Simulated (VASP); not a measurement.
# HfB (Immm) in VASP: a series of runs

HfB is run at these levels: PBEsol; tasks: single point.

Program: VASP 6.6.1. These are calculated values, not measurements. Logs are shortened: lines on timing, memory, paths and dates and some standing lists are left out, and cuts for length are marked.

## (1) The cell of the first run

It takes space group Immm (No. 71, orthorhombic). The conventional cell has a = 3.238 Å, b = 3.295 Å, c = 4.620 Å, α = 90.00°, β = 90.00°, γ = 90.00°. Within 3.1 Å of Hf (site symmetry mmm) lie 6 B at 2.31 Å. Within 3.1 Å of B (site symmetry mmm) lie 6 Hf at 2.31 Å.

## (2) Single point, PBEsol (strain +0.0175 x Voigt [0, 0, 0, 1, 0, 0])

INCAR

```
SYSTEM = HfB
PREC = Accurate
ENCUT = 520
EDIFF = 1E-6
ISMEAR = 0
SIGMA = 0.15
LREAL = .False.
LASPH = .True.
NELM = 60
ALGO = Normal
ISIF = 2
LWAVE = .False.
LCHARG = .True.
GGA = PS
LELF = .True.
LVHAR = .True.
NBANDS = 14
```

KPOINTS

```
Automatic mesh
0
Gamma
  18 18 18
  0 0 0
```

POSCAR

```
HfB
1.0
    0.0000000000      2.3302125000      2.3302125000
    2.3100000000      0.0202125000      2.3100000000
    2.3100000000      2.3100000000      0.0202125000
Hf B
1 1
Direct
    0.5000000000      0.5000000000      0.5000000000
    0.0000000000      0.0000000000      0.0000000000
```

Potentials or basis: VASP PAW PBE potentials, release 64 (Hf_pv, B).

Launch:

```console
$ cat potpaw_PBE.64/Hf_pv/POTCAR potpaw_PBE.64/B/POTCAR > POTCAR
$ mpirun -np 1 vasp_std > vasp.out
```

OUTCAR:

```text
SYSTEM = HfB
   PREC = Accurate
   ENCUT = 520
   EDIFF = 1E-6
   ISMEAR = 0
   LREAL = .False.
   LASPH = .True.
   NELM = 60
   ISIF = 2
   GGA = PS

 ion  position               nearest neighbor table
   1  0.500  0.500  0.500-   2 2.31   2 2.31   2 2.31   2 2.31   2 2.31   2 2.31
   2  0.000  0.000  0.000-   1 2.31   1 2.31   1 2.31   1 2.31   1 2.31   1 2.31

  LATTYP: Found a body centered orthorhombic cell.
 ALAT       =     3.2382485375
 B/A-ratio  =     1.0176544767
 C/A-ratio  =     1.4266971625

  Lattice vectors:

 A1 = (  -2.3100000000,   2.3100000000,   0.0202125000)
 A2 = (  -2.3100000000,  -2.3100000000,  -0.0202125000)
 A3 = (   2.3100000000,   0.0202125000,   2.3100000000)

Analysis of symmetry for initial positions (statically):
=====================================================================
 Subroutine PRICEL returns:
 Original cell was already a primitive cell.

 Routine SETGRP: Setting up the symmetry group for a
 body centered orthorhombic supercell.

 Subroutine GETGRP returns: Found  8 space group operations
 (whereof  8 operations were pure point group operations)
 out of a pool of  8 trial point group operations.

The static configuration has the point symmetry D_2h.

Analysis of symmetry for dynamics (positions and initial velocities):
=====================================================================
 Subroutine PRICEL returns:
 Original cell was already a primitive cell.

 Routine SETGRP: Setting up the symmetry group for a
 body centered orthorhombic supercell.

 Subroutine GETGRP returns: Found  8 space group operations
 (whereof  8 operations were pure point group operations)
 out of a pool of  8 trial point group operations.

The dynamic configuration has the point symmetry D_2h.

 Subroutine INISYM returns: Found  8 space group operations
 (whereof  8 operations are pure point group operations),
 and found     1 'primitive' translations

----------------------------------------------------------------------------------------

                                     Primitive cell

  volume of cell :      24.6509

  direct lattice vectors                    reciprocal lattice vectors
     0.000000000  2.330212500  2.330212500    -0.216450216  0.214572705  0.214572705
     2.310000000  0.020212500  2.310000000     0.216450216 -0.218360874  0.218360874
     2.310000000  2.310000000  0.020212500     0.216450216  0.218360874 -0.218360874

  length of vectors
     3.295418121  3.266895858  3.266895858     0.372737961  0.377112236  0.377112236

  position of ions in fractional coordinates (direct lattice)
     0.500000000  0.500000000  0.500000000
[... 91 lines left out ...]
   EMIN   =  10.00;   EMAX   =-10.00  energy-range for DOS
   EFERMI =   0.00;   METHOD = LEGACY
   ISMEAR =     0;   SIGMA  =   0.15  broadening in eV -4-tet -1-fermi 0-gaus
   EFERMI_NEDOS =   21; number of points for ismear=-14 and -15
   IALGO  =     38    algorithm
   IMIX   =      4    mixing-type and parameters
     AMIX     =   0.40;   BMIX     =  1.00
     AMIX_MAG =   1.60;   BMIX_MAG =  1.00
  volume/ion in A,a.u.               =      12.33        83.18
  Fermi-wavevector in a.u.,A,eV,Ry     =   1.322650  2.499447 23.802086  1.749404
  Thomas-Fermi vector in A             =   2.452316
   LORBIT       =      0    0 simple, 1 ext, 2 COOP (PROOUT), +10 PAW based schemes
   GGA     = PS    functional components
   LHFCALC =     F    Hartree Fock is set to
   AEXX    =    0.0000 exact exchange contribution
   IVDW    =     0    specifies the selected vdW correction
   LEPSILON=     F    determine dielectric tensor
   LRPA    =     F    only Hartree local field effects (RPA)
 non-spin polarized calculation
 Gauss-broadening in eV      SIGMA  =   0.15
  energy-cutoff  :      520.00
  volume of cell :       24.65
 maximum number of plane-waves:       680
 NGX is ok and might be reduce to    28
   NGX = 13   NGY = 13   NGZ = 13

 number of electron      13.0000002 magnetization

 Free energy of the ion-electron system (eV)
  ---------------------------------------------------
  ext. energy  EPLUGINS =         0.00000000
  ---------------------------------------------------
  free energy    TOTEN  =       -18.21082813 eV

  energy without entropy =      -18.19923174  energy(sigma->0) =      -18.20502993

 E-fermi :   5.0043     XC(G=0): -12.4034

 val. band max:        5.0018345369   @ k =   0.3333   0.1667   0.1111
 cond. band min:       5.0043248835   @ k =  -0.0556   0.2222   0.2222
 fundamental gap:      0.0024903466
 Fermi energy:         5.0043220061

 k-point     1 :       0.0000    0.0000    0.0000
  band No.  band energies     occupation
      1     -23.2663      2.00000
      2     -23.2518      2.00000
      3     -23.2381      2.00000
      4      -4.5661      2.00000
      5       7.0162      0.00000
      6       7.1431      0.00000
      7       7.2864      0.00000
      8       8.9251      0.00000
      9       8.9950      0.00000
     10       9.0723      0.00000
     11       9.1984      0.00000
     12       9.1990      0.00000
     13      16.6565      0.00000
     14      18.0463      0.00000
[... 377 lines left out ...]
      1     -23.7395      2.00000
      2     -23.3213      2.00000
      3     -23.2897      2.00000
      4      -2.2970      2.00000
      5       3.2200      2.00000
      6       4.4110      2.00000
      7       4.6695      1.99841
      8       9.1548      0.00000
      9       9.9045      0.00000
     10      10.7752      0.00000
     11      15.1397      0.00000
     12      16.7269      0.00000
     13      17.6357      0.00000
     14      20.1670      0.00000

 [... further k-points ...]

------------------------ aborting loop because EDIFF is reached ----------------------------------------

  FORCE on cell =-STRESS in cart. coord.  units (eV):
  Direction    XX          YY          ZZ          XY          YZ          ZX
  --------------------------------------------------------------------------------------
  -------------------------------------------------------------------------------------
  Total        3.7846520      3.7827070      3.7827070      0.0000000     -0.1600209      0.0000000
  in kB      245.9822981    245.8558803    245.8558803      0.0000000    -10.4005100      0.0000000
  external PRESSURE =     245.8980196 kB  Pullay stress =       0.0000000 kB

 VOLUME and BASIS-vectors are now :
 -----------------------------------------------------------------------------
  energy-cutoff  :      520.00
  volume of cell :       24.65
      direct lattice vectors                 reciprocal lattice vectors
     0.000000000  2.330212500  2.330212500    -0.216450216  0.214572705  0.214572705
     2.310000000  0.020212500  2.310000000     0.216450216 -0.218360874  0.218360874
     2.310000000  2.310000000  0.020212500     0.216450216  0.218360874 -0.218360874

 POSITION                                       TOTAL-FORCE (eV/Angst)
 -----------------------------------------------------------------------------------
      2.31000      2.33021      2.33021        -0.000000      0.000000      0.000000
      0.00000      0.00000      0.00000         0.000000     -0.000000     -0.000000
 -----------------------------------------------------------------------------------
    total drift:                                0.000000      0.000000      0.000000

  FREE ENERGIE OF THE ION-ELECTRON SYSTEM (eV)
  ---------------------------------------------------
  free  energy   TOTEN  =       -18.2108281306 eV

  energy  without entropy=      -18.1992317354  energy(sigma->0) =      -18.20502993
```

OSZICAR:

```text
N       E                     dE             d eps       ncg     rms          rms(c)
DAV:   1     0.212379365936E+02    0.21238E+02   -0.70310E+03 24268   0.875E+02
DAV:   2    -0.187382450647E+02   -0.39976E+02   -0.37998E+02 30148   0.194E+02
DAV:   3    -0.197221842774E+02   -0.98394E+00   -0.97867E+00 30690   0.209E+01
DAV:   4    -0.197254152261E+02   -0.32309E-02   -0.32308E-02 27952   0.149E+00
DAV:   5    -0.197254313210E+02   -0.16095E-04   -0.16095E-04 31072   0.948E-02    0.671E+01
DAV:   6    -0.182820287926E+02    0.14434E+01   -0.22379E+00 29692   0.930E+00    0.422E+01
DAV:   7    -0.182471360431E+02    0.34893E-01   -0.83130E-01 32608   0.557E+00    0.855E+00
DAV:   8    -0.182105966253E+02    0.36539E-01   -0.10687E-01 26596   0.202E+00    0.942E-01
DAV:   9    -0.182108490210E+02   -0.25240E-03   -0.53503E-03 32200   0.527E-01    0.127E-01
DAV:  10    -0.182108293142E+02    0.19707E-04   -0.12611E-04 26548   0.741E-02    0.507E-02
DAV:  11    -0.182108282080E+02    0.11061E-05   -0.99542E-06 30604   0.213E-02    0.855E-03
DAV:  12    -0.182108281306E+02    0.77447E-07   -0.28470E-07 22384   0.457E-03
   1 F= -.18210828E+02 E0= -.18205030E+02  d E =-.115964E-01
```

stdout:

```text
POSCAR found type information on POSCAR HfB
 POSCAR found :  2 types and       2 ions
 scaLAPACK will be used
 -----------------------------------------------------------------------------
|                                                                             |
|                                                                             |
|     You enforced a specific xc type in the INCAR file but a different       |
|     I HOPE YOU KNOW WHAT YOU ARE DOING!                                     |
|                                                                             |
 -----------------------------------------------------------------------------

 LDA part: xc-table for (Slater+PW92), standard interpolation
 POSCAR, INCAR and KPOINTS ok, starting setup
 FFT: planning ... GRIDC
 FFT: planning ... GRID_SOFT
 FFT: planning ... GRID
 WAVECAR not read
 entering main loop
```

Wall time 4.8 min (1 thread of Intel Xeon 8259CL, shared host); peak memory 0.41 GiB.

Results:

```yaml
Free_energy: -18.2108 eV
Pressure: 24.6 GPa
Band_gap_on_the_k_mesh: zero (an odd number of electrons rules out a gap without spin polarisation)
```

Stress tensor (GPa, compression positive):
```
24.60  0.00  0.00
 0.00 24.59 -1.04
 0.00 -1.04 24.59
```

Caveat: the cell differs from its parent crystal (strain +0.0175 x Voigt [0, 0, 0, 1, 0, 0]); the cell stands under pressure; the PAW data sets were made with another functional, which shifts forces and pressure a little; spin-orbit coupling is left out, which moves the levels of the heavy elements.

## (3) Single point, PBEsol (strain +0.0125 x Voigt [0, 0, 0, 1, 0, 0])

INCAR

```
SYSTEM = HfB
PREC = Accurate ; ENCUT = 520
EDIFF = 1E-6 ; ISMEAR = 0
SIGMA = 0.15 ; LREAL = .FALSE.
LASPH = .TRUE. ; NELM = 100
ALGO = Normal ; ISIF = 2
LWAVE = .FALSE. ; LCHARG = .FALSE.
GGA = PS ; NBANDS = 14
```

KPOINTS

```
regular mesh
0
G
  18 18 18
  0 0 0
```

POSCAR

```
HfB
1.0
    0.0000000000      2.3244375000      2.3244375000
    2.3100000000      0.0144375000      2.3100000000
    2.3100000000      2.3100000000      0.0144375000
Hf B
1 1
Direct
    0.5000000000      0.5000000000      0.5000000000
    0.0000000000      0.0000000000      0.0000000000
```

Potentials or basis: VASP PAW PBE potentials, release 64 (Hf_pv, B).

Launch:

```console
$ cat potpaw_PBE.64/Hf_pv/POTCAR potpaw_PBE.64/B/POTCAR > POTCAR
$ mpirun -np 1 vasp_std > vasp.out
```

OUTCAR:

```text
SYSTEM = HfB
   PREC = Accurate
   ENCUT = 520
   EDIFF = 1E-6
   ISMEAR = 0
   LREAL = .FALSE.
   LASPH = .TRUE.
   NELM = 100
   ISIF = 2
   GGA = PS

 ion  position               nearest neighbor table
   1  0.500  0.500  0.500-   2 2.31   2 2.31   2 2.31   2 2.31   2 2.31   2 2.31
   2  0.000  0.000  0.000-   1 2.31   1 2.31   1 2.31   1 2.31   1 2.31   1 2.31

  LATTYP: Found a body centered orthorhombic cell.
 ALAT       =     3.2464156208
 B/A-ratio  =     1.0125786164
 C/A-ratio  =     1.4231079873

  Lattice vectors:

 A1 = (  -2.3100000000,   2.3100000000,   0.0144375000)
 A2 = (  -2.3100000000,  -2.3100000000,  -0.0144375000)
 A3 = (   2.3100000000,   0.0144375000,   2.3100000000)

Analysis of symmetry for initial positions (statically):
=====================================================================
 Subroutine PRICEL returns:
 Original cell was already a primitive cell.

 Routine SETGRP: Setting up the symmetry group for a
 body centered orthorhombic supercell.

 Subroutine GETGRP returns: Found  8 space group operations
 (whereof  8 operations were pure point group operations)
 out of a pool of  8 trial point group operations.

[... 178 lines left out ...]
      8       8.9448      0.00000
      9       8.9955      0.00000
     10       9.0499      0.00000
     11       9.1965      0.00000
     12       9.1967      0.00000
     13      16.6539      0.00000
     14      18.0437      0.00000
[... 377 lines left out ...]
      1     -23.7393      2.00000
      2     -23.3242      2.00000
      3     -23.2916      2.00000
      4      -2.2931      2.00000
      5       3.2332      2.00000
      6       4.4109      2.00000
      7       4.6422      1.99932
      8       9.1655      0.00000
      9       9.8896      0.00000
     10      10.7661      0.00000
     11      15.1518      0.00000
     12      16.7350      0.00000
     13      17.6459      0.00000
     14      20.1668      0.00000

 [... further k-points ...]

------------------------ aborting loop because EDIFF is reached ----------------------------------------

  FORCE on cell =-STRESS in cart. coord.  units (eV):
  Direction    XX          YY          ZZ          XY          YZ          ZX
  --------------------------------------------------------------------------------------
  -------------------------------------------------------------------------------------
  Total        3.7828856      3.7817069      3.7817069      0.0000000     -0.1133952      0.0000000
  in kB      245.8582686    245.7816596    245.7816596      0.0000000     -7.3698069      0.0000000
  external PRESSURE =     245.8071959 kB  Pullay stress =       0.0000000 kB

 VOLUME and BASIS-vectors are now :
 -----------------------------------------------------------------------------
  energy-cutoff  :      520.00
  volume of cell :       24.65
      direct lattice vectors                 reciprocal lattice vectors
     0.000000000  2.324437500  2.324437500    -0.216450216  0.215105805  0.215105805
     2.310000000  0.014437500  2.310000000     0.216450216 -0.217811539  0.217811539
     2.310000000  2.310000000  0.014437500     0.216450216  0.217811539 -0.217811539

 POSITION                                       TOTAL-FORCE (eV/Angst)
 -----------------------------------------------------------------------------------
      2.31000      2.32444      2.32444         0.000000      0.000000      0.000000
      0.00000      0.00000      0.00000        -0.000000     -0.000000     -0.000000
 -----------------------------------------------------------------------------------
    total drift:                                0.000000     -0.000000      0.000000

  FREE ENERGIE OF THE ION-ELECTRON SYSTEM (eV)
  ---------------------------------------------------
  free  energy   TOTEN  =       -18.2116537902 eV

  energy  without entropy=      -18.1999723054  energy(sigma->0) =      -18.20581305
```

Run time: 3.2 min. Hardware: 1 thread of Intel Xeon 8259CL, shared host; peak memory 0.4 GiB.

What came out:

| Quantity | Value |
| --- | --- |
| Free energy | -18.2117 eV |
| Pressure | 24.6 GPa |
| Band gap on the k mesh | zero (an odd number of electrons rules out a gap without spin polarisation) |

Caveat: the cell differs from its parent crystal (strain +0.0125 x Voigt [0, 0, 0, 1, 0, 0]); the cell stands under pressure; the PAW data sets were made with another functional, which shifts forces and pressure a little; spin-orbit coupling is left out, which moves the levels of the heavy elements.

## (4) Single point, PBEsol (strain +0.0075 x Voigt [0, 0, 0, 1, 0, 0])

INCAR

```
SYSTEM = HfB
PREC = Accurate
ENCUT = 520
EDIFF = 1E-6
ISMEAR = 0
SIGMA = 0.15
LREAL = .FALSE.
LASPH = .TRUE.
NELM = 100
ALGO = Normal
ISIF = 2
LWAVE = .FALSE.
LCHARG = .FALSE.
GGA = PS
NBANDS = 14
```

KPOINTS

```
Automatic mesh
0
G
  18 18 18
  0 0 0
```

POSCAR

```
HfB
1.0
    0.0000000000      2.3186625000      2.3186625000
    2.3100000000      0.0086625000      2.3100000000
    2.3100000000      2.3100000000      0.0086625000
Hf B
1 1
Direct
    0.5000000000      0.5000000000      0.5000000000
    0.0000000000      0.0000000000      0.0000000000
```

Launch:

```console
$ cat potpaw_PBE.64/Hf_pv/POTCAR potpaw_PBE.64/B/POTCAR > POTCAR
$ mpirun -np 1 vasp_std > vasp.out
```

Run time: 3.2 min. Hardware: 1 thread of Intel Xeon 8259CL, shared host; peak memory 0.41 GiB.

It converged, with:

```
Free energy            : -18.2122 eV
Pressure               : 24.6 GPa
Band gap on the k mesh : zero (an odd number of electrons rules out a gap without spin polarisation)
```

Stress tensor (GPa, compression positive):
```
24.56  0.00  0.00
 0.00 24.56 -0.44
 0.00 -0.44 24.56
```

Levels at points of the mesh, in eV from the Fermi level:
```
           k point  band 3  band 4  band 5  band 6  band 7  band 8  band 9  band 10  band 11  band 12
(0.00, 0.00, 0.00)  -28.25   -9.57    2.09    2.15    2.21    3.96    3.99     4.03     4.19     4.19
(0.50, 0.00, 0.00)  -28.33   -5.05   -4.02   -1.39   -1.32    6.44    6.53     7.54     8.48    13.95
(0.00, 0.50, 0.00)  -28.33   -5.04   -3.97   -1.44   -1.37    6.48    6.56     7.59     8.43    13.91
(0.50, 0.50, 0.00)  -28.52   -6.71   -1.15   -0.90    2.40    2.40    6.23     7.87     7.88     9.36
(0.00, 0.50, 0.50)  -28.51   -6.71   -1.15   -0.90    2.35    2.45    6.23     7.88     7.88     9.36
```

Caveat: the cell differs from its parent crystal (strain +0.0075 x Voigt [0, 0, 0, 1, 0, 0]); the cell stands under pressure; the PAW data sets were made with another functional, which shifts forces and pressure a little; spin-orbit coupling is left out, which moves the levels of the heavy elements.

## (5) Overview

| cell | gap on the mesh (eV) | pressure (GPa) |
| --- | --- | --- |
| a = 3.295, b = 3.267, c = 3.267 Å, angles 59.4, 59.7, 59.7°, 2 atoms | none | 24.6 |
| a = 3.287, b = 3.267, c = 3.267 Å, angles 59.6, 59.8, 59.8°, 2 atoms | none | 24.6 |
| a = 3.279, b = 3.267, c = 3.267 Å, angles 59.8, 59.9, 59.9°, 2 atoms | none | 24.6 |

Alike in all rows: task single point; level PBEsol; potentials or basis VASP PAW PBE potentials, release 64 (Hf_pv, B); no spin polarisation; k mesh 18 × 18 × 18; cutoff (eV) 520; smearing gaussian 0.15 eV.

Caveats: the cell stands under pressure; the PAW data sets were made with another functional, which shifts forces and pressure a little; spin-orbit coupling is left out, which moves the levels of the heavy elements.

Absolute energies hang on the potentials; compare differences alone.
